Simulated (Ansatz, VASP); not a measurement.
Ge5F: VASP beside Ansatz

```
Ge F
1.0
     5.06162    0.00000    0.00000
    -2.53081    4.38349    0.00000
     0.00000    0.00000    4.72076
Ge F
5 1
Direct
  0.65997 0.00000 0.50000
  0.66667 0.33333 0.00000
  0.34003 0.34003 0.50000
  0.00000 0.65997 0.50000
  0.33333 0.66667 0.00000
  0.00000 0.00000 0.00000
```

Change from the starting cell: species swapped into the MgPt5 type (P-62m, No. 189).

Alike in both runs: task single point; functional PBE; k mesh 6 × 6 × 4; occupations gaussian, width 0.1 eV; no spin polarisation.

|  | VASP | Ansatz |
| --- | --- | --- |
| version | VASP 6.6.1 | Ansatz 0.2.0 |
| potentials or method | VASP PAW PBE potentials, release 64 (Ge_d, F), cutoff 520 eV | scalar-relativistic, plane waves, PAW |
| valence electrons in the cell | 77 | 77 |

```csv
,VASP,Ansatz,Ansatz less VASP
gap on the k mesh at the Fermi level (eV),none,none,-
pressure (GPa),1.9,1.9,+0.01
"traceless stress, the component that is largest in VASP (GPa)",0.56,0.57,+0.009
rms of the force components (eV/Å),0.071,0.070,-0.0008
```

Atom by atom the forces differ by 0.001 eV/Å (rms over components). A gap of «none» marks a metal or a gap that the smearing closes. With one functional, cell and mesh, what is left measures potentials, basis and numerics.
